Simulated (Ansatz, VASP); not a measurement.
# Two plane-wave programs on TaAl

File INCAR:

```
SYSTEM = TaAl
PREC     = Accurate       ! precision mode
ENCUT    = 520            ! plane-wave cutoff, eV
EDIFF    = 1E-6           ! SCF threshold, eV
ISMEAR   = 0              ! smearing method
SIGMA    = 0.1            ! smearing width, eV
LREAL    = .False.        ! projectors in reciprocal space
LASPH    = .True.         ! aspherical terms in the spheres
NELM     = 100            ! most SCF steps
ALGO     = Normal         ! electronic algorithm
ISIF     = 2              ! what is computed and relaxed
LWAVE    = .False.        ! write WAVECAR
LCHARG   = .False.        ! write CHGCAR
GGA      = PE             ! functional
NBANDS   = 22             ! bands
```

File KPOINTS:

```
regular mesh
0
Gamma
  6 6 2
  0 0 0
```

The input POSCAR:

```
TaAl
1.0
    2.8700941500      0.0000000000      0.0000000000
    0.0000000000      2.8700941500      0.0000000000
    0.0000000000      0.0000000000      8.3927044900
Ta Al
2 2
Direct
    0.0000000000      0.5000000000      0.8735441600
    0.5000000000      0.0000000000      0.1264558400
    0.0000000000      0.5000000000      0.3811658300
    0.5000000000      0.0000000000      0.6188341700
```

Input for Ansatz:

```yaml
crystal:
  lattice:
    - [2.87009415, 0.0, 0.0]
    - [0.0, 2.87009415, 0.0]
    - [0.0, 0.0, 8.39270449]
  atoms:
    - { symbol: Ta, position: [0.0, 0.5, 0.87354416] }
    - { symbol: Ta, position: [0.5, 0.0, 0.12645584] }
    - { symbol: Al, position: [0.0, 0.5, 0.38116583] }
    - { symbol: Al, position: [0.5, 0.0, 0.61883417] }
basis:
  ecutwfc: 420
kpoints:
  mp_grid: { grid: [6, 6, 2] }
hamiltonian:
  xc: pbe
scf:
  occupations: { method: gaussian, width: 0.1 }
  lower_state_search: "off"
output:
  forces: true
  stress: true
  eigenvalues: true
```

Change from the starting cell: species swapped into the ZrCd type (P4/nmm, No. 129).

Alike in both runs: task single point; functional PBE; k mesh 6 × 6 × 2; occupations gaussian, width 0.1 eV; no spin polarisation.

```csv
,VASP,Ansatz
version,VASP 6.6.1,Ansatz 0.2.0
potentials or method,"VASP PAW PBE potentials, release 64 (Ta_pv, Al), cutoff 520 eV","scalar-relativistic, plane waves, PAW"
valence electrons in the cell,28,32
```

```tsv
	VASP	Ansatz	Ansatz less VASP
gap on the k mesh at the Fermi level (eV)	none	none	-
pressure (GPa)	1.0	1.0	-0.04
traceless stress, the component that is largest in VASP (GPa)	3.15	3.16	+0.013
rms of the force components (eV/Å)	0.788	0.791	+0.0026
```

Atom by atom the forces differ by 0.004 eV/Å (rms over components). A gap of «none» marks a metal or a gap that the smearing closes. VASP's potentials hold 28 valence electrons a cell and Ansatz's 32, so a difference there can come from the potentials and not from the codes.

The k mesh is coarse, so the values compare programs but aren't converged. Spin-orbit coupling is off throughout.
